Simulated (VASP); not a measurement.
# CO2 (Pa-3) in VASP: settings compared, part 2 of 3

VASP 6.6.1.

### Step 3. Electric field gradients, PBE

The input, INCAR:

```
PREC     = Accurate       # precision mode
ENCUT    = 520            # plane-wave cutoff, eV
EDIFF    = 1E-8           # SCF threshold, eV
ISMEAR   = -1             # smearing method
SIGMA    = 0.02           # smearing width, eV
LREAL    = F              # projectors in reciprocal space
LASPH    = T              # aspherical terms in the spheres
NELM     = 80             # most SCF steps
ALGO     = Normal         # electronic algorithm
ISIF     = 2              # what is computed and relaxed
LWAVE    = F              # write WAVECAR
LCHARG   = F              # write CHGCAR
GGA      = PE             # functional
LEFG     = T            
NBANDS   = 44             # bands
```

The input, KPOINTS:

```
regular mesh
0
Gamma
  4 4 4
```

The input, POSCAR:

```
CO2
1.0
    5.6300000000      0.0000000000      0.0000000000
    0.0000000000      5.6300000000      0.0000000000
    0.0000000000      0.0000000000      5.6300000000
C O
4 8
Direct
    0.0000000000      0.0000000000      0.0000000000
    0.5000000000      0.0000000000      0.5000000000
    0.5000000000      0.5000000000      0.0000000000
    0.0000000000      0.5000000000      0.5000000000
    0.1198097946      0.1198097946      0.1198097946
    0.3801902054      0.8801902054      0.6198097946
    0.6198097946      0.3801902054      0.8801902054
    0.8801902054      0.6198097946      0.3801902054
    0.8801902054      0.8801902054      0.8801902054
    0.6198097946      0.1198097946      0.3801902054
    0.3801902054      0.6198097946      0.1198097946
    0.1198097946      0.3801902054      0.6198097946
```

Potentials or basis: VASP PAW PBE potentials, release 64 (C, O).

Launch:

```
cat potpaw_PBE.64/C/POTCAR potpaw_PBE.64/O/POTCAR > POTCAR
mpirun -np 1 vasp_std > vasp.out
```

OUTCAR:

```text
PREC = Accurate
   ENCUT = 520
   EDIFF = 1E-8
   ISMEAR = -1
   LREAL = F
   LASPH = T
   NELM = 80
   ISIF = 2
   GGA = PE

 ion  position               nearest neighbor table
   1  0.000  0.000  0.000-   5 1.17   9 1.17
   2  0.500  0.000  0.500-   6 1.17  10 1.17
   3  0.500  0.500  0.000-   7 1.17  11 1.17
   4  0.000  0.500  0.500-   8 1.17  12 1.17
   5  0.120  0.120  0.120-   1 1.17
   6  0.380  0.880  0.620-   2 1.17
   7  0.620  0.380  0.880-   3 1.17
   8  0.880  0.620  0.380-   4 1.17
   9  0.880  0.880  0.880-   1 1.17
  10  0.620  0.120  0.380-   2 1.17
  11  0.380  0.620  0.120-   3 1.17
  12  0.120  0.380  0.620-   4 1.17

  LATTYP: Found a simple cubic cell.
 ALAT       =     5.6300000000

  Lattice vectors:

 A1 = (   5.6300000000,   0.0000000000,   0.0000000000)
 A2 = (   0.0000000000,   5.6300000000,   0.0000000000)
 A3 = (   0.0000000000,   0.0000000000,   5.6300000000)

Analysis of symmetry for initial positions (statically):
=====================================================================
 Subroutine PRICEL returns:
 Original cell was already a primitive cell.

 Routine SETGRP: Setting up the symmetry group for a
 simple cubic supercell.

 Subroutine GETGRP returns: Found 24 space group operations
 (whereof  6 operations were pure point group operations)
 out of a pool of 48 trial point group operations.

The static configuration has the point symmetry S_6 .
 The point group associated with its full space group is T_h .

Analysis of symmetry for dynamics (positions and initial velocities):
=====================================================================
 Subroutine PRICEL returns:
 Original cell was already a primitive cell.

 Routine SETGRP: Setting up the symmetry group for a
 simple cubic supercell.

 Subroutine GETGRP returns: Found 24 space group operations
 (whereof  6 operations were pure point group operations)
 out of a pool of 48 trial point group operations.

The dynamic configuration has the point symmetry S_6 .
 The point group associated with its full space group is T_h .

 Subroutine INISYM returns: Found 24 space group operations
 (whereof  6 operations are pure point group operations),
 and found     1 'primitive' translations

----------------------------------------------------------------------------------------

                                     Primitive cell

  volume of cell :     178.4535

  direct lattice vectors                    reciprocal lattice vectors
     5.630000000  0.000000000  0.000000000     0.177619893  0.000000000  0.000000000
     0.000000000  5.630000000  0.000000000     0.000000000  0.177619893  0.000000000
     0.000000000  0.000000000  5.630000000     0.000000000  0.000000000  0.177619893

  length of vectors
     5.630000000  5.630000000  5.630000000     0.177619893  0.177619893  0.177619893
[... 136 lines left out ...]

 val. band max:       -3.6978763898   @ k =   0.0000   0.0000   0.0000
 cond. band min:       3.0685417259   @ k =   0.0000   0.0000   0.0000
 fundamental gap:      6.7664181157
 Fermi energy:        -3.2202172996

 k-point     1 :       0.0000    0.0000    0.0000
  band No.  band energies     occupation
      1     -24.2827      2.00000
      2     -24.0820      2.00000
      3     -24.0820      2.00000
      4     -24.0820      2.00000
      5     -23.1491      2.00000
      6     -23.1491      2.00000
[... 506 lines left out ...]
     43       5.9403      0.00000
     44       5.9403      0.00000

------------------------ aborting loop because EDIFF is reached ----------------------------------------

  FORCE on cell =-STRESS in cart. coord.  units (eV):
  Direction    XX          YY          ZZ          XY          YZ          ZX
  --------------------------------------------------------------------------------------
  -------------------------------------------------------------------------------------
  Total        3.1288316      3.1288316      3.1288316      0.0000000     -0.0000000     -0.0000000
  in kB       28.0910250     28.0910250     28.0910250      0.0000000     -0.0000000     -0.0000000
  external PRESSURE =      28.0910250 kB  Pullay stress =       0.0000000 kB

 VOLUME and BASIS-vectors are now :
 -----------------------------------------------------------------------------
  energy-cutoff  :      520.00
  volume of cell :      178.45
      direct lattice vectors                 reciprocal lattice vectors
     5.630000000  0.000000000  0.000000000     0.177619893  0.000000000  0.000000000
     0.000000000  5.630000000  0.000000000     0.000000000  0.177619893  0.000000000
     0.000000000  0.000000000  5.630000000     0.000000000  0.000000000  0.177619893

 POSITION                                       TOTAL-FORCE (eV/Angst)
 -----------------------------------------------------------------------------------
      0.00000      0.00000      0.00000         0.000000     -0.000000     -0.000000
      2.81500      0.00000      2.81500         0.000000     -0.000000     -0.000000
      2.81500      2.81500      0.00000         0.000000     -0.000000     -0.000000
      0.00000      2.81500      2.81500         0.000000     -0.000000     -0.000000
      0.67453      0.67453      0.67453         0.375866      0.375866      0.375866
      2.14047      4.95547      3.48953        -0.375866     -0.375866      0.375866
      3.48953      2.14047      4.95547         0.375866     -0.375866     -0.375866
      4.95547      3.48953      2.14047        -0.375866      0.375866     -0.375866
      4.95547      4.95547      4.95547        -0.375866     -0.375866     -0.375866
      3.48953      0.67453      2.14047         0.375866      0.375866     -0.375866
      2.14047      3.48953      0.67453        -0.375866      0.375866      0.375866
      0.67453      2.14047      3.48953         0.375866     -0.375866      0.375866
 -----------------------------------------------------------------------------------
    total drift:                                0.000000     -0.000000     -0.000000

  FREE ENERGIE OF THE ION-ELECTRON SYSTEM (eV)
  ---------------------------------------------------
  free  energy   TOTEN  =       -92.1351883211 eV

  energy  without entropy=      -92.1351883211  energy(sigma->0) =      -92.13518832

 Electric field gradients (V/A^2)
---------------------------------------------------------------------
 ion       V_xx      V_yy      V_zz      V_xy      V_xz      V_yz
---------------------------------------------------------------------
   1       0.000    -0.000    -0.000   -24.980   -24.980   -24.980
   2      -0.000    -0.000    -0.000   -24.980    24.980    24.980
   3      -0.000    -0.000    -0.000    24.980    24.980   -24.980
   4       0.000    -0.000    -0.000    24.980   -24.980    24.980
   5       0.000    -0.000     0.000    34.192    34.192    34.192
   6       0.000     0.000     0.000    34.192   -34.192   -34.192
   7       0.000     0.000     0.000   -34.192   -34.192    34.192
   8       0.000     0.000     0.000   -34.192    34.192   -34.192
   9       0.000    -0.000     0.000    34.192    34.192    34.192
  10       0.000     0.000     0.000    34.192   -34.192   -34.192
  11       0.000    -0.000     0.000   -34.192   -34.192    34.192
  12       0.000     0.000     0.000   -34.192    34.192   -34.192
---------------------------------------------------------------------

 Electric field gradients after diagonalization (V/A^2)
 (convention: |V_zz| > |V_xx| > |V_yy|)
----------------------------------------------------------------------
 ion       V_xx      V_yy      V_zz     asymmetry (V_yy - V_xx)/ V_zz
----------------------------------------------------------------------
   1      24.980    24.980   -49.959       0.000
   2      24.980    24.980   -49.959       0.000
   3      24.980    24.980   -49.959       0.000
   4      24.980    24.980   -49.959       0.000
   5     -34.192   -34.192    68.385       0.000
   6     -34.192   -34.192    68.385       0.000
   7     -34.192   -34.192    68.385       0.000
   8     -34.192   -34.192    68.385       0.000
   9     -34.192   -34.192    68.385       0.000
  10     -34.192   -34.192    68.385       0.000
  11     -34.192   -34.192    68.385       0.000
  12     -34.192   -34.192    68.385       0.000
----------------------------------------------------------------------

           NMR quadrupolar parameters

 Cq : quadrupolar parameter    Cq=e*Q*V_zz/h
 eta: asymmetry parameters     (V_yy - V_xx)/ V_zz
 Q  : nuclear electric quadrupole moment in mb (millibarn)
----------------------------------------------------------------------
 ion       Cq(MHz)       eta       Q (mb)
----------------------------------------------------------------------
   1      -0.121       0.000       1.000
   2      -0.121       0.000       1.000
   3      -0.121       0.000       1.000
   4      -0.121       0.000       1.000
   5       0.165       0.000       1.000
   6       0.165       0.000       1.000
   7       0.165       0.000       1.000
   8       0.165       0.000       1.000
   9       0.165       0.000       1.000
  10       0.165       0.000       1.000
  11       0.165       0.000       1.000
  12       0.165       0.000       1.000
----------------------------------------------------------------------
```

It took 1.9 min on 1 thread of AMD EPYC 7R43 (Zen 3), shared host; peak memory 0.23 GiB.

Results:

* Free energy: -92.1352 eV
* Pressure: 2.8 GPa
* Largest force: 0.651 eV/Å
* Band gap on the k mesh: 6.77 eV
* Largest electric field gradient by atom: C -50.0; O +68.4 V/Å²

Forces in eV/Å, atoms in the order of the input:
```
C    0.000  0.000  0.000
C    0.000  0.000  0.000
C    0.000  0.000  0.000
C    0.000  0.000  0.000
O    0.376  0.376  0.376
O   -0.376 -0.376  0.376
O    0.376 -0.376 -0.376
O   -0.376  0.376 -0.376
O   -0.376 -0.376 -0.376
O    0.376  0.376 -0.376
O   -0.376  0.376  0.376
O    0.376 -0.376  0.376
```

Electric field gradients, principal values (V/Å²):
| atom | least | middle | greatest (by size) |
| --- | --- | --- | --- |
| 1 C | 24.980 | 24.980 | -49.959 |
| 2 C | 24.980 | 24.980 | -49.959 |
| 3 C | 24.980 | 24.980 | -49.959 |
| 4 C | 24.980 | 24.980 | -49.959 |
| 5 O | -34.192 | -34.192 | 68.385 |
| 6 O | -34.192 | -34.192 | 68.385 |
| 7 O | -34.192 | -34.192 | 68.385 |
| 8 O | -34.192 | -34.192 | 68.385 |
| 9 O | -34.192 | -34.192 | 68.385 |
| 10 O | -34.192 | -34.192 | 68.385 |
| 11 O | -34.192 | -34.192 | 68.385 |
| 12 O | -34.192 | -34.192 | 68.385 |

Caveat: this functional lacks dispersion, which holds the molecules together, so the pressure and a relaxed volume are unreliable; without QUAD_EFG the Cq values of the log hold for a quadrupole moment of 1 mb, not for the nuclei.

(Part 2 of 3 ends here.)
